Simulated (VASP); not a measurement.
Write the native input for VASP 6.6.1 that does the following.

```
Task                   : single point
Functional             : r2SCAN
Potentials or basis    : VASP PAW PBE potentials, release 64 (Cl)
Cutoff                 : 550 eV
k mesh                 : 3 × 2 × 4, shifted
Occupations            : methfessel-paxton, width 0.0242 eV
Spin                   : no spin polarisation
Dipole correction      : no
Further INCAR settings : ALGO = Normal; EDIFF = 1e-06; NBANDS = 38
```

The system is Cl.

```xyz
8
Lattice="-6.6303 -0.1619 0.0381 -0.2143 -8.4433 0.1073 -0.0273 -0.0582 4.5195" Properties=species:S:1:pos:R:3 pbc="T T T"
Cl   -6.7947   -7.7245    0.7079
Cl   -3.4015   -7.6638    2.9454
Cl   -6.6856   -5.2877    2.9313
Cl   -3.6794   -5.0926    0.9224
Cl   -6.6642   -0.9482    3.9913
Cl   -3.3493   -1.1662    1.7024
Cl   -0.1177   -3.4213    1.7488
Cl   -3.4985   -3.6597    4.0039
```

One way to write it, as run:

POSCAR

```
Cl
1.0
   -6.6303293600     -0.1618825900      0.0380904400
   -0.2142867100     -8.4433079900      0.1073140900
   -0.0273465700     -0.0582041700      4.5194942500
Cl
8
Direct
    0.9953510000      0.8949060000      0.1269960000
    0.4815330000      0.8941300000      0.6264300000
    0.9862650000      0.6030400000      0.6259490000
    0.5350490000      0.5916090000      0.1855320000
    0.9986870000      0.0871340000      0.8726380000
    0.4995480000      0.1259910000      0.3694820000
    0.0031860000      0.4025430000      0.3773570000
    0.5105560000      0.4176500000      0.8717040000
```

INCAR.step1

```
SYSTEM = Cl
PREC = Accurate
ENCUT = 550
ISMEAR = 1
SIGMA = 0.0242
LREAL = .FALSE.
LASPH = .TRUE.
NELM = 120
NBANDS = 38
GGA = PE
ALGO = Normal
EDIFF = 1E-5
LWAVE = .TRUE.
LCHARG = .FALSE.
GGA_COMPAT = .FALSE.
```

INCAR.step2

```
SYSTEM = Cl
PREC = Accurate
ENCUT = 550
EDIFF = 1E-6
ISMEAR = 1
SIGMA = 0.0242
LREAL = .FALSE.
LASPH = .TRUE.
NELM = 120
ALGO = Normal
ISIF = 2
LWAVE = .FALSE.
LCHARG = .FALSE.
METAGGA = R2SCAN
LMIXTAU = .TRUE.
NBANDS = 38
ISTART = 1
GGA_COMPAT = .FALSE.
```

KPOINTS

```
Automatic mesh
0
Gamma
  3 2 4
  0.5 0 0
```

Potentials or basis: VASP PAW PBE potentials, release 64 (Cl).

Run with:

```sh
$ cat potpaw_PBE.64/Cl/POTCAR > POTCAR
$ cp INCAR.step1 INCAR
$ mpirun -np 1 vasp_std > vasp.out
$ cp INCAR.step2 INCAR
$ mpirun -np 1 vasp_std > vasp.out
```

Results of the run:

- Pressure: -2.5 GPa
- Largest force: 2.470 eV/Å
- Band gap on the k mesh: 1.35 eV (least direct gap 1.41 eV)

Caveat: the PAW data sets were made with another functional, which shifts forces and pressure a little; a shifted mesh leaves out Γ, where band edges can lie.

It took 19 min on 1 thread of Intel Xeon 8259CL, with other jobs on the host, peak memory 0.39 GiB.
